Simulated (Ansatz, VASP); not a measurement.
## One calculation of Ir, two programs

The input POSCAR:

```
Ir
1.0
    0.0000000000      1.7661240000      1.9197000000
    1.7661240000      0.0000000000      1.9197000000
    1.7661240000      1.7661240000      0.0000000000
Ir
1
Direct
    0.0000000000      0.0000000000      0.0000000000
```

File INCAR.step1:

```
SYSTEM = Ir
PREC = Accurate
ENCUT = 520
ISMEAR = 0
SIGMA = 0.15
LREAL = .FALSE.
LASPH = .TRUE.
NELM = 60
NBANDS = 10
GGA = PE
ALGO = Normal
EDIFF = 1E-4
LWAVE = .TRUE.
LCHARG = .FALSE.
```

INCAR.step2

```
SYSTEM = Ir
PREC = Accurate
ENCUT = 520
EDIFF = 1E-6
ISMEAR = 0
SIGMA = 0.15
LREAL = .FALSE.
LASPH = .TRUE.
NELM = 60
ALGO = Normal
ISIF = 2
LWAVE = .FALSE.
LCHARG = .TRUE.
METAGGA = R2SCAN
LMIXTAU = .TRUE.
LELF = .TRUE.
LVHAR = .TRUE.
NBANDS = 10
ISTART = 1
```

Contents of KPOINTS:

```
regular mesh
0
G
  22 22 22
  0 0 0
```

Input for Ansatz:

```yaml
crystal:
  lattice:
    - [0.0, 1.766124, 1.9197]
    - [1.766124, 0.0, 1.9197]
    - [1.766124, 1.766124, 0.0]
  atoms:
    - { symbol: Ir, position: [0.0, 0.0, 0.0] }
basis:
  ecutwfc: 500
kpoints:
  mp_grid: { grid: [22, 22, 22] }
hamiltonian:
  xc: r2scan
scf:
  occupations: { method: gaussian, width: 0.15 }
output:
  forces: true
  stress: true
  eigenvalues: true
```

Change from the starting cell: strain -0.080 along x and y, +0.000 along z, atoms carried along.

Alike in both runs: task single point; functional r2SCAN; k mesh 22 × 22 × 22; occupations gaussian, width 0.15 eV; no spin polarisation.

```csv
,VASP,Ansatz
version,VASP 6.6.1,Ansatz 0.2.0
potentials or method,"VASP PAW PBE potentials, release 64 (Ir), cutoff 520 eV","scalar-relativistic, plane waves, PAW"
valence electrons in the cell,9,17
```

Ansatz gave:

```
gap on the k mesh at the Fermi level (eV)                     : none
pressure (GPa)                                                : 100.9
traceless stress, the component that is largest in VASP (GPa) : -34.70
```

Question: Estimate VASP's values.

Answer: gap on the k mesh at the Fermi level (eV): none; pressure (GPa): 107.1; traceless stress, the component that is largest in VASP (GPa): -34.88.

VASP's potentials were made for PBE, not for r2SCAN. A gap of «none» marks a metal or a gap that the smearing closes. Both programs put the cell under a high pressure, so it lies far from rest at this level. VASP's potentials hold 9 valence electrons a cell and Ansatz's 17, so a difference there can come from the potentials and not from the codes.

Neither program's run includes spin-orbit coupling. Noted on VASP's run: the cell as given lies far from equilibrium.
